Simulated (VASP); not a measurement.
# NaLa (P-6m2) in VASP: a series of runs

NaLa is run at these levels: PBE; tasks: single point, relaxation of cell and atoms.

All numbers are computed with VASP 6.6.1; they aren't measurements. Logs are shortened: lines on timing, memory, paths and dates and some standing lists are left out, and cuts for length are marked.

## 1. The cell of the first run

Symmetry: P-6m2, No. 187, hexagonal system. The conventional cell has a = 3.568 Å, b = 3.568 Å, c = 6.548 Å, α = 90.00°, β = 90.00°, γ = 120.00°. Na (site symmetry -6m2) has 6 Na at 3.57 Å and 6 La at 3.87 Å within 4.7 Å. Within 4.7 Å of La (site symmetry -6m2) lie 6 La at 3.57 Å and 6 Na at 3.87 Å.

## 2. Single point, PBE

Contents of INCAR:

```
PREC = Accurate ; ENCUT = 520
EDIFF = 1E-7 ; ISMEAR = -1
SIGMA = 0.1 ; LREAL = F
LASPH = T ; NELM = 80
ALGO = Normal ; ISIF = 2
LWAVE = F ; LCHARG = F
GGA = PE ; NBANDS = 16
```

Contents of KPOINTS:

```
regular mesh
0
Gamma
  7 7 3
```

Contents of POSCAR:

```
NaLa
1.0
    3.5683386788     -0.0000002856      0.0000000000
   -1.7841690920      3.0902720880      0.0000000000
    0.0000000000      0.0000000000      6.5480987330
Na La
1 1
Direct
    0.0000000000      0.0000000000      0.0000000000
    0.3333333333      0.6666666667      0.5000000000
```

Potentials or basis: VASP PAW PBE potentials, release 64 (Na_pv, La).

Started as:

```sh
cat potpaw_PBE.64/Na_pv/POTCAR potpaw_PBE.64/La/POTCAR > POTCAR
mpirun -np 1 vasp_std > vasp.out
```

OUTCAR:

```text
PREC = Accurate
   ENCUT = 520
   EDIFF = 1E-7
   ISMEAR = -1
   LREAL = F
   LASPH = T
   NELM = 80
   ISIF = 2
   GGA = PE

 ion  position               nearest neighbor table
   1  0.000  0.000  0.000-
   2  0.333  0.667  0.500-

  LATTYP: Found a hexagonal cell.
 ALAT       =     3.5683386788
 C/A-ratio  =     1.8350552799

  Lattice vectors:

 A1 = (   3.5683386788,  -0.0000002856,   0.0000000000)
 A2 = (  -1.7841690920,   3.0902720880,   0.0000000000)
 A3 = (   0.0000000000,   0.0000000000,   6.5480987330)

Analysis of symmetry for initial positions (statically):
=====================================================================
 Subroutine PRICEL returns:
 Original cell was already a primitive cell.

 Routine SETGRP: Setting up the symmetry group for a
 hexagonal supercell.

 Subroutine GETGRP returns: Found 12 space group operations
 (whereof 12 operations were pure point group operations)
 out of a pool of 24 trial point group operations.

The static configuration has the point symmetry D_3h.

Analysis of symmetry for dynamics (positions and initial velocities):
=====================================================================
 Subroutine PRICEL returns:
 Original cell was already a primitive cell.

 Routine SETGRP: Setting up the symmetry group for a
 hexagonal supercell.

 Subroutine GETGRP returns: Found 12 space group operations
 (whereof 12 operations were pure point group operations)
 out of a pool of 24 trial point group operations.

The dynamic configuration has the point symmetry D_3h.

 Subroutine INISYM returns: Found 12 space group operations
 (whereof 12 operations are pure point group operations),
 and found     1 'primitive' translations

----------------------------------------------------------------------------------------

                                     Primitive cell

  volume of cell :      72.2068

  direct lattice vectors                    reciprocal lattice vectors
     3.568338679 -0.000000286  0.000000000     0.280242470  0.161798036  0.000000000
    -1.784169092  3.090272088  0.000000000     0.000000026  0.323596116  0.000000000
     0.000000000  0.000000000  6.548098733     0.000000000  0.000000000  0.152716085

  length of vectors
     3.568338679  3.568338679  6.548098733     0.323596116  0.323596116  0.152716085

  position of ions in fractional coordinates (direct lattice)
     0.000000000  0.000000000  0.000000000
     0.333333333  0.666666667  0.500000000

  ion indices of the primitive-cell ions
   primitive index   ion index
                 1           1
                 2           2

----------------------------------------------------------------------------------------

 KPOINTS: regular mesh

Automatic generation of k-mesh.
 Grid dimensions read from file:
 generate k-points for:    7    7    3

 Generating k-lattice:

  Cartesian coordinates                     Fractional coordinates (reciprocal lattice)
     0.040034639  0.023114005  0.000000000     0.142857143 -0.000000000  0.000000000
     0.000000004  0.046228017  0.000000000     0.000000000  0.142857143  0.000000000
     0.000000000  0.000000000  0.050905362     0.000000000  0.000000000  0.333333333

  Length of vectors
     0.046228017  0.046228017  0.050905362

  Shift w.r.t. Gamma in fractional coordinates (k-lattice)
     0.000000000  0.000000000  0.000000000

 Subroutine IBZKPT returns following result:
 ===========================================

 Found     16 irreducible k-points:

 Following reciprocal coordinates:
            Coordinates               Weight
  0.000000  0.000000  0.000000      1.000000
  0.142857 -0.000000  0.000000      6.000000
  0.285714  0.000000  0.000000      6.000000
  0.428571  0.000000  0.000000      6.000000
  0.142857  0.142857  0.000000      6.000000
  0.285714  0.142857  0.000000     12.000000
[... 8 lines left out ...]
  0.428571  0.142857  0.333333     12.000000
  0.285714  0.285714  0.333333     12.000000
   k-points           NKPTS =     16   k-points in BZ     NKDIM =     16   number of bands    NBANDS=     16
   number of dos      NEDOS =    301   number of ions     NIONS =      2
   total plane-waves  NPLWV =  39200
   dimension x,y,z NGX =    28 NGY =   28 NGZ =   50
   dimension x,y,z NGXF=    56 NGYF=   56 NGZF=  100
   ions per type =               1   1
   NGX,Y,Z   is equivalent  to a cutoff of  13.04, 13.04, 12.69 a.u.
   NGXF,Y,Z  is equivalent  to a cutoff of  26.09, 26.09, 25.39 a.u.
 SYSTEM =  unknown system
   PREC   = accura    normal or accurate (medium, high low for compatibility)
   ISTART =      0    job   : 0-new  1-cont  2-samecut
   ICHARG =      2    charge: 1-file 2-atom 10-const
   ISPIN  =      1    spin polarized calculation?
   LNONCOLLINEAR =      F non collinear calculations
   LSORBIT =      F    spin-orbit coupling
   LASPH  =      T    aspherical Exc in radial PAW
   ENCUT  =  520.0 eV  38.22 Ry    6.18 a.u.   6.63  6.63 12.18*2*pi/ulx,y,z
   NELM   =     80;   NELMIN=  2; NELMDL= -5     # of ELM steps
   EDIFF  = 0.1E-06   stopping-criterion for ELM
   LREAL  =      F    real-space projection
   EDIFFG = 0.1E-05   stopping-criterion for IOM
   NSW    =      0    number of steps for IOM
   IBRION =     -1    ionic relax: 0-MD 1-quasi-New 2-CG
   NFREE  =      0    steps in history (QN), initial steepest desc. (CG)
   ISIF   =      2    stress and relaxation
   ISYM   =      2    0-nonsym 1-usesym 2-fastsym
   POTIM  = 0.5000    time-step for ionic-motion
   TEBEG  =    0.0;   TEEND  =   0.0 temperature during run
   PSTRESS=    0.0 pullay stress
   NELECT =      18.0000    total number of electrons
   NUPDOWN=      -1.0000    fix difference up-down
   EMIN   =  10.00;   EMAX   =-10.00  energy-range for DOS
   EFERMI =   0.00;   METHOD = LEGACY
   ISMEAR =    -1;   SIGMA  =   0.10  broadening in eV -4-tet -1-fermi 0-gaus
   EFERMI_NEDOS =   21; number of points for ismear=-14 and -15
   IALGO  =     38    algorithm
   IMIX   =      4    mixing-type and parameters
     AMIX     =   0.40;   BMIX     =  1.00
     AMIX_MAG =   1.60;   BMIX_MAG =  1.00
  volume/ion in A,a.u.               =      36.10       243.64
  Fermi-wavevector in a.u.,A,eV,Ry     =   1.030322  1.947026 14.443449  1.061564
  Thomas-Fermi vector in A             =   2.164414
   LORBIT       =      0    0 simple, 1 ext, 2 COOP (PROOUT), +10 PAW based schemes
   GGA     = PE    functional components
   LHFCALC =     F    Hartree Fock is set to
   AEXX    =    0.0000 exact exchange contribution
   IVDW    =     0    specifies the selected vdW correction
   LEPSILON=     F    determine dielectric tensor
   LRPA    =     F    only Hartree local field effects (RPA)
 non-spin polarized calculation
  energy-cutoff  :      520.00
  volume of cell :       72.21
 maximum number of plane-waves:      1986
 NGX is ok and might be reduce to    28
   NGX = 13   NGY = 13   NGZ = 25

 number of electron      17.9999995 magnetization

 Free energy of the ion-electron system (eV)
  ---------------------------------------------------
  ext. energy  EPLUGINS =         0.00000000
  ---------------------------------------------------
  free energy    TOTEN  =        -5.91572637 eV

  energy without entropy =       -5.85636818  energy(sigma->0) =       -5.88604728

 E-fermi :   4.2010     XC(G=0):  -8.1752

 val. band max:        4.1750896138   @ k =   0.4286   0.0000   0.0000
 cond. band min:       4.3095234499   @ k =   0.1429   0.1429   0.0000
 fundamental gap:      0.1344338361
 Fermi energy:         4.2010356448

 k-point     1 :       0.0000    0.0000    0.0000
  band No.  band energies     occupation
      1     -28.8334      2.00000
      2     -20.2020      2.00000
      3     -20.2020      2.00000
      4     -20.2009      2.00000
      5     -12.6242      2.00000
      6     -11.6923      2.00000
[... 8 lines left out ...]
     15       6.0308      0.00000
     16       6.0308      0.00000

 k-point     2 :       0.1429   -0.0000    0.0000
  band No.  band energies     occupation
      1     -28.7932      2.00000
      2     -20.2104      2.00000
      3     -20.2040      2.00000
      4     -20.1996      2.00000
      5     -12.5754      2.00000
      6     -12.0133      2.00000
[... 8 lines left out ...]
     15       6.0206      0.00000
     16       6.1283      0.00000

 k-point     3 :       0.2857    0.0000    0.0000
  band No.  band energies     occupation
      1     -28.7011      2.00000
      2     -20.2293      2.00000
      3     -20.2085      2.00000
      4     -20.1966      2.00000
      5     -12.6726      2.00000
      6     -12.4631      2.00000
[... 8 lines left out ...]
     15       6.0904      0.00000
     16       6.1261      0.00000

 k-point     4 :       0.4286    0.0000    0.0000
  band No.  band energies     occupation
      1     -28.6251      2.00000
      2     -20.2444      2.00000
      3     -20.2121      2.00000
      4     -20.1942      2.00000
      5     -13.1541      2.00000
      6     -12.3702      2.00000
[... 8 lines left out ...]
     15       6.1345      0.00000
     16       6.1756      0.00000
[... 172 lines left out ...]
 k-point    14 :       0.2857    0.1429    0.3333
  band No.  band energies     occupation
      1     -28.6423      2.00000
      2     -20.2375      2.00000
      3     -20.2149      2.00000
      4     -20.1947      2.00000
      5     -12.9322      2.00000
      6     -12.3926      2.00000
[... 8 lines left out ...]
     15       6.1018      0.00000
     16       6.2114      0.00000

 k-point    15 :       0.4286    0.1429    0.3333
  band No.  band energies     occupation
      1     -28.6038      2.00000
      2     -20.2438      2.00000
      3     -20.2179      2.00000
      4     -20.1936      2.00000
      5     -13.1340      2.00000
      6     -12.3449      2.00000
[... 8 lines left out ...]
     15       6.0861      0.00000
     16       6.2014      0.00000

 k-point    16 :       0.2857    0.2857    0.3333
  band No.  band energies     occupation
      1     -28.5945      2.00000
      2     -20.2378      2.00000
      3     -20.2262      2.00000
      4     -20.1934      2.00000
      5     -12.9415      2.00000
      6     -12.5577      2.00000
[... 8 lines left out ...]
     15       6.0493      0.00000
     16       6.2968      0.00000

------------------------ aborting loop because EDIFF is reached ----------------------------------------

  FORCE on cell =-STRESS in cart. coord.  units (eV):
  Direction    XX          YY          ZZ          XY          YZ          ZX
  --------------------------------------------------------------------------------------
  -------------------------------------------------------------------------------------
  Total        0.0149145      0.0149145      0.0168560      0.0000000     -0.0000000      0.0000000
  in kB        0.3309331      0.3309331      0.3740136      0.0000000     -0.0000000      0.0000000
  external PRESSURE =       0.3452933 kB  Pullay stress =       0.0000000 kB

 VOLUME and BASIS-vectors are now :
 -----------------------------------------------------------------------------
  energy-cutoff  :      520.00
  volume of cell :       72.21
      direct lattice vectors                 reciprocal lattice vectors
     3.568338679 -0.000000286  0.000000000     0.280242470  0.161798036  0.000000000
    -1.784169092  3.090272088  0.000000000     0.000000026  0.323596116  0.000000000
     0.000000000  0.000000000  6.548098733     0.000000000  0.000000000  0.152716085

 POSITION                                       TOTAL-FORCE (eV/Angst)
 -----------------------------------------------------------------------------------
      0.00000      0.00000      0.00000        -0.000000      0.000000      0.000000
      0.00000      2.06018      3.27405         0.000000     -0.000000      0.000000
 -----------------------------------------------------------------------------------
    total drift:                                0.000000     -0.000000     -0.000000

  FREE ENERGIE OF THE ION-ELECTRON SYSTEM (eV)
  ---------------------------------------------------
  free  energy   TOTEN  =        -5.9157263719 eV

  energy  without entropy=       -5.8563681797  energy(sigma->0) =       -5.88604728
```

Wall time 16 s (1 thread of Intel Xeon Platinum 8488C (Sapphire Rapids), shared host); peak memory 0.2 GiB.

What came out:

- Free energy: -5.9157 eV
- Pressure: 0.0 GPa
- Band gap on the k mesh: zero (bands 9 and 10 overlap by 0.72 eV)

Caveat: spin-orbit coupling is left out, which moves the levels of the heavy elements.

(Part 1 of 2 ends here.)
